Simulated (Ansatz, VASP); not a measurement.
# SnO2: VASP beside Ansatz

Contents of INCAR:

```
SYSTEM = SnO2
  ALGO = Normal
  EDIFF = 1E-6
  ENCUT = 520
  GGA = PE
  ISIF = 2
  ISMEAR = 0
  LASPH = .True.
  LCHARG = .False.
  LREAL = .False.
  LWAVE = .False.
  NBANDS = 20
  NELM = 80
  PREC = Accurate
  SIGMA = 0.05
```

KPOINTS

```
k-points
0
Gamma
  12 12 12
  0 0 0
```

Contents of POSCAR:

```
SnO2
1.0
    1.6167660720      0.9334403269      4.9182553763
   -1.6167660720      0.9334403269      4.9182553763
    0.0000000000     -1.8668806537      4.9182553763
Sn O
1 2
Direct
    0.5000000000      0.5000000000      0.5000000000
    0.2291218238      0.2291218238      0.2291218238
    0.7708781762      0.7708781762      0.7708781762
```

Input for Ansatz:

```yaml
crystal:
  lattice:
    - [1.616766072, 0.9334403269, 4.9182553763]
    - [-1.616766072, 0.9334403269, 4.9182553763]
    - [0.0, -1.8668806537, 4.9182553763]
  atoms:
    - { symbol: Sn, position: [0.5, 0.5, 0.5] }
    - { symbol: O, position: [0.2291218238, 0.2291218238, 0.2291218238] }
    - { symbol: O, position: [0.7708781762, 0.7708781762, 0.7708781762] }
basis:
  ecutwfc: 520.0
kpoints:
  mp_grid: { grid: [12, 12, 12] }
hamiltonian:
  xc: pbe
  pseudopotentials: { kind: paw, azcp: { folder: soft_1 } }
scf:
  occupations: { method: gaussian, width: 0.05 }
output:
  forces: true
  stress: true
  eigenvalues: true
```

Alike in both runs: task single point; functional PBE; k mesh 12 × 12 × 12; occupations gaussian, width 0.05 eV; no spin polarisation.

|  | VASP | Ansatz |
| --- | --- | --- |
| version | VASP 6.6.1 | Ansatz 0.2.0 |
| potentials or method | VASP PAW PBE potentials, release 64 (Sn_d, O), cutoff 520 eV | scalar-relativistic, plane waves, PAW |
| valence electrons in the cell | 26 | 26 |

```csv
,VASP,Ansatz,Ansatz less VASP
gap on the k mesh at the Fermi level (eV),2.16,2.18,+0.019
least direct gap on the mesh (eV),2.58,2.59,+0.010
pressure (GPa),7.7,7.1,-0.66
"traceless stress, the component that is largest in VASP (GPa)",0.10,0.55,+0.458
rms of the force components (eV/Å),0.588,0.561,-0.0278
```

Atom by atom the forces differ by 0.028 eV/Å (rms over components).
